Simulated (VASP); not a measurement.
# NaB12 (I4/mmm) in VASP: notebook, part 2 of 2

VASP 6.6.1.

## (3) Relaxation of cell and atoms, PBE

This run uses another cell than the first one, of 8.61 Å³/atom.

Contents of INCAR:

```
SYSTEM = NaB12
  ALGO = Normal
  EDIFF = 1E-7
  EDIFFG = -0.04
  ENCUT = 600
  GGA = PE
  IBRION = 2
  ISIF = 3
  ISMEAR = 0
  LASPH = .True.
  LCHARG = .False.
  LREAL = .False.
  LWAVE = .False.
  NELM = 60
  NSW = 90
  PREC = Accurate
  SIGMA = 0.1
```

Contents of KPOINTS:

```
k-points
0
Gamma
  4 4 4
  0 0 0
```

Contents of POSCAR:

```
NaB12
1.0
   -3.0380914100      3.0380914100      3.0316195900
    3.0380914100     -3.0380914100      3.0316195900
    3.0380914100      3.0380914100     -3.0316195900
Na B
1 12
Direct
    0.5000000000      0.5000000000      0.0000000000
    0.3512513900      0.1593977200      0.5106491100
    0.6487486100      0.8406022800      0.4893508900
    0.1593977200      0.6487486100      0.8081463300
    0.8406022800      0.3512513900      0.1918536700
    0.3512513900      0.8406022800      0.1918536700
    0.6487486100      0.1593977200      0.8081463300
    0.1593977200      0.3512513900      0.5106491100
    0.8406022800      0.6487486100      0.4893508900
    0.0000000000      0.8316952000      0.8316952000
    0.0000000000      0.1683048000      0.1683048000
    0.8316952000      0.0000000000      0.8316952000
    0.1683048000      0.0000000000      0.1683048000
```

Potentials or basis: VASP PAW PBE potentials, release 64 (Na_pv, B).

Started as:

```
> cat potpaw_PBE.64/Na_pv/POTCAR potpaw_PBE.64/B/POTCAR > POTCAR
> mpirun -np 1 vasp_std > vasp.out
```

OUTCAR:

```text
SYSTEM = NaB12
   EDIFF = 1E-7
   EDIFFG = -0.04
   ENCUT = 600
   GGA = PE
   IBRION = 2
   ISIF = 3
   ISMEAR = 0
   LASPH = .True.
   LREAL = .False.
   NELM = 60
   NSW = 90
   PREC = Accurate

 ion  position               nearest neighbor table
   1  0.500  0.500  0.000-   2 2.26   3 2.26   4 2.26   5 2.26   6 2.26   7 2.26   8 2.26   9 2.26

   2  0.351  0.159  0.511-  13 1.47   8 1.65   7 1.81   6 1.94  11 2.13   1 2.26
   3  0.649  0.841  0.489-  12 1.47   9 1.65   6 1.81   7 1.94  10 2.13   1 2.26
   4  0.159  0.649  0.808-  10 1.47   6 1.65   8 1.81   9 1.94  13 2.13   1 2.26
   5  0.841  0.351  0.192-  11 1.47   7 1.65   9 1.81   8 1.94  12 2.13   1 2.26
   6  0.351  0.841  0.192-  13 1.47   4 1.65   3 1.81   2 1.94  10 2.13   1 2.26
   7  0.649  0.159  0.808-  12 1.47   5 1.65   2 1.81   3 1.94  11 2.13   1 2.26
   8  0.159  0.351  0.511-  11 1.47   2 1.65   4 1.81   5 1.94  13 2.13   1 2.26
   9  0.841  0.649  0.489-  10 1.47   3 1.65   5 1.81   4 1.94  12 2.13   1 2.26
  10  0.000  0.832  0.832-  12 1.45  13 1.45   4 1.47   9 1.47  11 2.05   3 2.13   6 2.13
  11  0.000  0.168  0.168-  12 1.45  13 1.45   5 1.47   8 1.47  10 2.05   2 2.13   7 2.13
  12  0.832  0.000  0.832-  10 1.45  11 1.45   3 1.47   7 1.47  13 2.05   9 2.13   5 2.13
  13  0.168  0.000  0.168-  10 1.45  11 1.45   2 1.47   6 1.47  12 2.05   8 2.13   4 2.13

  LATTYP: Found a body centered tetragonal cell.
 ALAT       =     6.0761828200
 C/A-ratio  =     0.9978697744

  Lattice vectors:

 A1 = (  -3.0380914100,   3.0380914100,   3.0316195900)
 A2 = (   3.0380914100,  -3.0380914100,   3.0316195900)
 A3 = (   3.0380914100,   3.0380914100,  -3.0316195900)

Analysis of symmetry for initial positions (statically):
=====================================================================
 Subroutine PRICEL returns:
 Original cell was already a primitive cell.

 Routine SETGRP: Setting up the symmetry group for a
 body centered tetragonal supercell.

 Subroutine GETGRP returns: Found 16 space group operations
 (whereof 16 operations were pure point group operations)
 out of a pool of 16 trial point group operations.

The static configuration has the point symmetry D_4h.

Analysis of symmetry for dynamics (positions and initial velocities):
=====================================================================
 Subroutine PRICEL returns:
 Original cell was already a primitive cell.

 Routine SETGRP: Setting up the symmetry group for a
 body centered tetragonal supercell.

 Subroutine GETGRP returns: Found 16 space group operations
 (whereof 16 operations were pure point group operations)
 out of a pool of 16 trial point group operations.

The dynamic configuration has the point symmetry D_4h.

 Subroutine INISYM returns: Found 16 space group operations
 (whereof 16 operations are pure point group operations),
 and found     1 'primitive' translations

----------------------------------------------------------------------------------------

                                     Primitive cell

  volume of cell :     111.9274

  direct lattice vectors                    reciprocal lattice vectors
    -3.038091410  3.038091410  3.031619590     0.000000000  0.164577010  0.164928344
     3.038091410 -3.038091410  3.031619590     0.164577010  0.000000000  0.164928344
     3.038091410  3.038091410 -3.031619590     0.164577010  0.164577010  0.000000000

  length of vectors
     5.258394828  5.258394828  5.258394828     0.232995603  0.232995603  0.232747039

[... 84 lines left out ...]
   ISPIN  =      1    spin polarized calculation?
   LNONCOLLINEAR =      F non collinear calculations
   LSORBIT =      F    spin-orbit coupling
   LASPH  =      T    aspherical Exc in radial PAW
   ENCUT  =  600.0 eV  44.10 Ry    6.64 a.u.  10.50 10.50 10.50*2*pi/ulx,y,z
   NELM   =     60;   NELMIN=  2; NELMDL= -5     # of ELM steps
   EDIFF  = 0.1E-06   stopping-criterion for ELM
   LREAL  =      F    real-space projection
   EDIFFG = -.4E-01   stopping-criterion for IOM
   NSW    =     90    number of steps for IOM
   IBRION =      2    ionic relax: 0-MD 1-quasi-New 2-CG
   NFREE  =      1    steps in history (QN), initial steepest desc. (CG)
   ISIF   =      3    stress and relaxation
   ISYM   =      2    0-nonsym 1-usesym 2-fastsym
   POTIM  = 0.5000    time-step for ionic-motion
   TEBEG  =    0.0;   TEEND  =   0.0 temperature during run
   PSTRESS=    0.0 pullay stress
   NELECT =      43.0000    total number of electrons
   NUPDOWN=      -1.0000    fix difference up-down
   EMIN   =  10.00;   EMAX   =-10.00  energy-range for DOS
   EFERMI =   0.00;   METHOD = LEGACY
   ISMEAR =     0;   SIGMA  =   0.10  broadening in eV -4-tet -1-fermi 0-gaus
   EFERMI_NEDOS =   21; number of points for ismear=-14 and -15
   IALGO  =     38    algorithm
   IMIX   =      4    mixing-type and parameters
     AMIX     =   0.40;   BMIX     =  1.00
     AMIX_MAG =   1.60;   BMIX_MAG =  1.00
  volume/ion in A,a.u.               =       8.61        58.10
  Fermi-wavevector in a.u.,A,eV,Ry     =   1.190106  2.248974 19.270632  1.416352
  Thomas-Fermi vector in A             =   2.326198
   LORBIT       =      0    0 simple, 1 ext, 2 COOP (PROOUT), +10 PAW based schemes
   GGA     = PE    functional components
   LHFCALC =     F    Hartree Fock is set to
   AEXX    =    0.0000 exact exchange contribution
   IVDW    =     0    specifies the selected vdW correction
   LEPSILON=     F    determine dielectric tensor
   LRPA    =     F    only Hartree local field effects (RPA)
 conjugate gradient relaxation of ions
 non-spin polarized calculation
 Gauss-broadening in eV      SIGMA  =   0.10
  energy-cutoff  :      600.00
  volume of cell :      111.93
 maximum number of plane-waves:      3781
   NGX = 21   NGY = 21   NGZ = 21

--------------------------------------- Ionic step        1  -------------------------------------------

 number of electron      43.0000008 magnetization

 Free energy of the ion-electron system (eV)
  ---------------------------------------------------
  ext. energy  EPLUGINS =         0.00000000
  ---------------------------------------------------
  free energy    TOTEN  =       -62.60487944 eV

  energy without entropy =      -62.57295742  energy(sigma->0) =      -62.58891843

------------------------ aborting loop because EDIFF is reached ----------------------------------------

  FORCE on cell =-STRESS in cart. coord.  units (eV):
  Direction    XX          YY          ZZ          XY          YZ          ZX
  --------------------------------------------------------------------------------------
  -------------------------------------------------------------------------------------
  Total       46.6620623     46.6620623      4.5775586      0.0000000     -0.0000000      0.0000000
  in kB      667.9410614    667.9410614     65.5251660      0.0000000     -0.0000000      0.0000000
  external PRESSURE =     467.1357629 kB  Pullay stress =       0.0000000 kB
[... 34 lines left out ...]
--------------------------------------- Ionic step        2  -------------------------------------------

 number of electron      42.9999994 magnetization

 E-fermi :   2.4599     XC(G=0):  -9.6354

 val. band max:        2.4572242244   @ k =   0.2500   0.2500   0.0000
 cond. band min:       2.4794138177   @ k =   0.5000   0.2500   0.0000
 fundamental gap:      0.0221895934
 Fermi energy:         2.4598604322

 k-point     1 :       0.0000    0.0000    0.0000
  band No.  band energies     occupation
      1     -20.8347      2.00000
      2     -20.8347      2.00000
      3     -20.7997      2.00000
      4      -9.4594      2.00000
      5      -6.4445      2.00000
      6      -6.3850      2.00000
[... 479 lines left out ...]
  FREE ENERGIE OF THE ION-ELECTRON SYSTEM (eV)
  ---------------------------------------------------
  free  energy   TOTEN  =       -67.5900017892 eV

  energy  without entropy=      -67.5514794720  energy(sigma->0) =      -67.57074063

[... ionic steps 4 to 29 ...]

--------------------------------------- Ionic step       30  -------------------------------------------

 number of electron      42.9999994 magnetization

------------------------ aborting loop because EDIFF is reached ----------------------------------------
[... 89 lines left out ...]
--------------------------------------- Ionic step       32  -------------------------------------------

 number of electron      42.9999993 magnetization

 Free energy of the ion-electron system (eV)
  ---------------------------------------------------
  ext. energy  EPLUGINS =         0.00000000
  ---------------------------------------------------
  free energy    TOTEN  =       -67.91888751 eV

  energy without entropy =      -67.90407033  energy(sigma->0) =      -67.91147892

 E-fermi :   4.6070     XC(G=0): -10.8166

 val. band max:        4.5724395714   @ k =   0.5000   0.5000   0.0000
 cond. band min:       4.6362488793   @ k =   0.5000   0.5000   0.2500
 fundamental gap:      0.0638093079
 Fermi energy:         4.6070010853

 k-point     1 :       0.0000    0.0000    0.0000
  band No.  band energies     occupation
      1     -18.5771      2.00000
      2     -18.5771      2.00000
      3     -18.5444      2.00000
      4      -9.3614      2.00000
      5      -5.4503      2.00000
      6      -5.4503      2.00000
[... 432 lines left out ...]
  FREE ENERGIE OF THE ION-ELECTRON SYSTEM (eV)
  ---------------------------------------------------
  free  energy   TOTEN  =       -67.9188875075 eV

  energy  without entropy=      -67.9040703331  energy(sigma->0) =      -67.91147892

 reached required accuracy - stopping structural energy minimisation
```

Run time: 29 min. Hardware: 1 thread of Oxide Virtual Turin-like, shared host; peak memory 0.25 GiB.

Results:

```yaml
Free_energy: -67.9189 eV
Relaxed_volume: 9.07 Å³/atom
Relaxed_cell: a = 5.403 Å, b = 5.403 Å, c = 5.403 Å, α = 104.21°, β = 104.21°, γ = 120.60°
Space_group_after_relaxing_to_0.1_Å: I4/mmm (No. 139)
Energy_gained_by_relaxing: 408.8 meV/atom
Ionic_steps: 32
Pressure_after_relaxing: -0.2 GPa
Largest_force_after_relaxing: 0.021 eV/Å
Band_gap_on_the_k_mesh: zero (an odd number of electrons rules out a gap without spin polarisation)
```

Forces in eV/Å, atoms in the order of the input:
```
Na   0.000  0.000  0.000
B   -0.008 -0.019  0.000
B    0.008  0.019  0.000
B    0.019 -0.008  0.000
B   -0.019  0.008  0.000
B    0.008 -0.019  0.000
B   -0.008  0.019  0.000
B   -0.019 -0.008  0.000
B    0.019  0.008  0.000
B   -0.009  0.000  0.000
B    0.009  0.000  0.000
B    0.000 -0.009  0.000
B    0.000  0.009  0.000
```

Step by step:
| step | energy change (eV) | largest force (eV/Å) | pressure (GPa) | volume (Å³) |
| --- | --- | --- | --- | --- |
| 1 | 0.0000 | 4.3194 | 46.71 | 111.93 |
| 2 | -1.4820 | 2.7587 | -17.67 | 156.66 |
| 3 | -4.9851 | 1.2791 | 0.09 | 132.61 |
| 4 | -4.9939 | 1.2948 | 1.00 | 131.92 |
| 5 | -4.9956 | 1.3020 | 1.56 | 131.50 |
| 6 | -4.8350 | 2.4330 | -1.96 | 134.10 |
| 7 | -5.0829 | 0.1741 | -0.04 | 132.43 |
| 8 | -5.0829 | 0.1457 | -0.01 | 132.42 |
| 9 | -5.0909 | 0.0180 | -0.48 | 132.44 |
| 10 | -5.0914 | 0.0623 | -0.62 | 132.44 |
| 11 | -5.0961 | 0.0757 | -0.49 | 131.83 |
| 12 | -5.1072 | 0.2783 | -0.09 | 129.98 |
| 13 | -5.1196 | 0.7726 | 0.77 | 126.30 |
| 14 | -5.1199 | 0.7742 | 0.78 | 126.26 |
| 15 | -5.1208 | 0.7792 | 0.79 | 126.15 |
| 16 | -5.1226 | 0.7888 | 0.83 | 125.94 |
| 17 | -5.1262 | 0.8074 | 0.90 | 125.51 |
| 18 | -5.1331 | 0.8439 | 1.04 | 124.65 |
| 19 | -5.1462 | 0.9160 | 1.32 | 122.92 |
| 20 | -5.1587 | 1.0966 | 2.09 | 119.47 |
| 21 | -5.1827 | 0.9720 | 2.12 | 118.50 |
| 22 | -5.2224 | 0.7796 | 2.40 | 115.59 |
| 23 | -5.2231 | 0.7622 | 2.51 | 114.97 |
| 24 | -5.2457 | 0.6618 | 2.11 | 115.41 |
| 25 | -5.2904 | 0.3640 | 0.99 | 116.75 |
| 26 | -5.2798 | 0.7897 | -0.83 | 119.45 |
| 27 | -5.3019 | 0.3686 | 0.16 | 117.89 |
| 28 | -5.3067 | 0.2573 | -0.01 | 118.01 |
| 29 | -5.3122 | 0.0604 | -0.41 | 118.34 |
| 30 | -5.3128 | 0.0334 | -0.35 | 118.25 |
| 31 | -5.3135 | 0.0407 | -0.20 | 118.07 |
| 32 | -5.3140 | 0.0205 | -0.15 | 117.94 |

Final structure:
```
CELL_PARAMETERS angstrom
-3.31877 3.31877 2.67690
3.31877 -3.31877 2.67690
3.31877 3.31877 -2.67690
ATOMIC_POSITIONS crystal
Na 0.50000 0.50000 0.00000
B 0.36915 0.15924 0.52840
B 0.63085 0.84076 0.47160
B 0.15924 0.63085 0.79009
B 0.84076 0.36915 0.20991
B 0.36915 0.84076 0.20991
B 0.63085 0.15924 0.79009
B 0.15924 0.36915 0.52840
B 0.84076 0.63085 0.47160
B 0.00000 0.82575 0.82575
B 0.00000 0.17425 0.17425
B 0.82575 0.00000 0.82575
B 0.17425 0.00000 0.17425
```

Caveat: the k points lie up to 0.38 Å⁻¹ apart in the final cell, too coarse for converged energies and pressures of a metal; an odd number of electrons without spin polarisation forces a metal; a magnetic or distorted state may lie lower.

## (4) Single point, PBE

This run uses another cell than the first one, of 9.14 Å³/atom.

Contents of INCAR:

```
SYSTEM = NaB12
PREC = Accurate ; ENCUT = 520
EDIFF = 1E-6 ; ISMEAR = 0
SIGMA = 0.1 ; LREAL = .False.
LASPH = .True. ; NELM = 60
ALGO = Fast ; ISIF = 2
LWAVE = .False. ; LCHARG = .False.
GGA = PE ; NBANDS = 34
```

Contents of KPOINTS:

```
regular mesh
0
Gamma
  10 10 10
  0 0 0
```

Contents of POSCAR:

```
NaB12
1.0
   -3.3185505249      3.3185505249      2.6987025800
    3.3185505249     -3.3185505249      2.6987025800
    3.3185505249      3.3185505249     -2.6987025800
Na B
1 12
Direct
    0.5000000000      0.5000000000      0.0000000000
    0.3693297934      0.1571356116      0.5264654050
    0.6306702066      0.8428643884      0.4735345950
    0.1571356116      0.6306702066      0.7878058182
    0.8428643884      0.3693297934      0.2121941818
    0.3693297934      0.8428643884      0.2121941818
    0.6306702066      0.1571356116      0.7878058182
    0.1571356116      0.3693297934      0.5264654050
    0.8428643884      0.6306702066      0.4735345950
    0.0000000000      0.8258540708      0.8258540708
    0.0000000000      0.1741459292      0.1741459292
    0.8258540708      0.0000000000      0.8258540708
    0.1741459292      0.0000000000      0.1741459292
```

Started as:

```
> cat potpaw_PBE.64/Na_pv/POTCAR potpaw_PBE.64/B/POTCAR > POTCAR
> mpirun -np 1 vasp_std > vasp.out
```

Run time: 12 min. Hardware: 1 thread of Oxide Virtual Turin-like, shared host; peak memory 0.4 GiB.

It converged, with:

| Item | Value |
| --- | --- |
| Free energy | -67.8724 eV |
| Pressure | 0.0 GPa |
| Largest force | 0.004 eV/Å |
| Band gap on the k mesh | zero (an odd number of electrons rules out a gap without spin polarisation) |

Forces on the atoms (eV/Å):
```
Na   0.000  0.000  0.000
B   -0.003  0.003  0.000
B    0.003 -0.003  0.000
B   -0.003 -0.003  0.000
B    0.003  0.003  0.000
B    0.003  0.003  0.000
B   -0.003 -0.003  0.000
B    0.003 -0.003  0.000
B   -0.003  0.003  0.000
B   -0.002  0.000  0.000
B    0.002  0.000  0.000
B    0.000 -0.002  0.000
B    0.000  0.002  0.000
```

Stress tensor (GPa, compression positive):
```
 0.08  0.00  0.00
 0.00  0.08  0.00
 0.00  0.00 -0.03
```

Levels at points of the mesh, in eV from the Fermi level:
```
           k point  band 19  band 20  band 21  band 22  band 23  band 24  band 25  band 26
(0.00, 0.00, 0.00)    -3.46    -3.23    -0.41    -0.41     0.12     2.03     3.05     3.91
(0.50, 0.00, 0.00)    -1.72    -0.49    -0.45    -0.17     0.34     0.58     1.18     1.93
(0.50, 0.50, 0.00)    -0.45    -0.27    -0.10     0.33     0.74     1.17     1.42     1.72
(0.50, 0.50, 0.50)    -1.33    -0.43    -0.26    -0.26    -0.22    -0.04     1.10     2.16
```

Caveat: an odd number of electrons without spin polarisation forces a metal; a magnetic or distorted state may lie lower.

## (5) Overview

| task | cell | k mesh | cutoff (eV) | gap on the mesh (eV) | pressure (GPa) |
| --- | --- | --- | --- | --- | --- |
| single point | a = 5.394 Å, angles 104.0, 104.0, 121.0°, 13 atoms, atomic positions A | 4 × 4 × 4 | 520 | none | 0.0 |
| relaxation of cell and atoms | relaxed from a = 5.258 Å, angles 109.4, 109.4, 109.6°, 13 atoms, atomic positions B | 4 × 4 × 4 | 600 | none | -0.2 |
| single point | a = 5.414 Å, angles 104.4, 104.4, 120.2°, 13 atoms, atomic positions C | 10 × 10 × 10 | 520 | none | 0.0 |

Alike in all rows: level PBE; potentials or basis VASP PAW PBE potentials, release 64 (Na_pv, B); no spin polarisation; smearing gaussian 0.1 eV.

Caveats: some runs use coarse meshes; an odd number of electrons without spin polarisation forces a metal; a magnetic or distorted state may lie lower.

Absolute energies hang on the potentials; compare differences alone.

The gap in the log of VASP goes by the Fermi energy; the results here count the filled bands.